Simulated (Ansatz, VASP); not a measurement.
Two plane-wave programs on Zr7Cl

```
CELL_PARAMETERS angstrom
-3.55373 3.55373 3.55373
3.55373 -3.55373 3.55373
3.55373 3.55373 -3.55373
ATOMIC_POSITIONS crystal
Zr 0.00000 0.50000 0.50000
Zr 0.50000 0.50000 0.00000
Zr 0.50000 0.00000 0.50000
Zr 0.00000 0.00000 0.50000
Zr 0.00000 0.50000 0.00000
Zr 0.50000 0.00000 0.00000
Zr 0.50000 0.50000 0.50000
Cl 0.00000 0.00000 0.00000
```

Change from the starting cell: species swapped into the Fe7Co type (Im-3m, No. 229).

Alike in both runs: task single point; functional PBE; k mesh 4 × 4 × 4; occupations gaussian, width 0.1 eV; collinear spin.

|  | VASP | Ansatz |
| --- | --- | --- |
| version | VASP 6.6.1 | Ansatz 0.2.0 |
| potentials or method | VASP PAW PBE potentials, release 64 (Zr_sv, Cl), cutoff 520 eV | scalar-relativistic, plane waves, PAW |
| valence electrons in the cell | 91 | 91 |

|  | VASP | Ansatz | Ansatz less VASP |
| --- | --- | --- | --- |
| gap on the k mesh at the Fermi level (eV) | none | none | - |
| pressure (GPa) | 0.2 | 0.1 | -0.04 |
| net moment per atom (μB) | 0.39 | 0.39 | +0.001 |
| size of the moment on the site where the two differ most (μB) | 0.02 | 0.04 | +0.026 |

Site moments also hang on the region over which each program counts them. A gap of «none» marks a metal or a gap that the smearing closes. The functional is the same, so the differences come from potentials, cutoffs and numerics.
